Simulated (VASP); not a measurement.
Here is a VASP 6.6.1 calculation.

The input INCAR:

```
SYSTEM = Sc
AGGAC = 1.0
AGGAX = 1.0
ALDAC = 0.0
ALDAX = 1.0
ALGO = Normal
EDIFF = 1E-6
ENCUT = 520
GGA = B5
ISIF = 2
ISMEAR = -1
LASPH = .TRUE.
LCHARG = .TRUE.
LELF = .TRUE.
LREAL = .FALSE.
LVHAR = .TRUE.
LWAVE = .FALSE.
NBANDS = 18
NELM = 60
PREC = Accurate
SIGMA = 0.1
```

Contents of KPOINTS:

```
k-points
0
G
  6 6 3
  0 0 0
```

File POSCAR:

```
Sc
1.0
    3.3391198190      0.0000000000      0.0000000000
   -1.6695599095      2.8917625895      0.0000000000
    0.0000000000      0.0000000000      5.1942832956
Sc
2
Direct
    0.3333333333      0.6666666667      0.2500000000
    0.6666666667      0.3333333333      0.7500000000
```

Potentials or basis: VASP PAW PBE potentials, release 64 (Sc_sv).

The run is started by

```console
$ cat potpaw_PBE.64/Sc_sv/POTCAR > POTCAR
$ mpirun -np 1 vasp_std > vasp.out
```

(1) Predict the pressure.

(2) What does it give for the band gap on the k mesh?

Answers

(1) -0.1 GPa.

(2) zero (band 11 reaches 4.76 eV, above the bottom of band 12 at 3.52 eV).

Caveat: the k points lie up to 0.40 Å⁻¹ apart; the PAW data sets were made with another functional, which shifts forces and pressure a little.
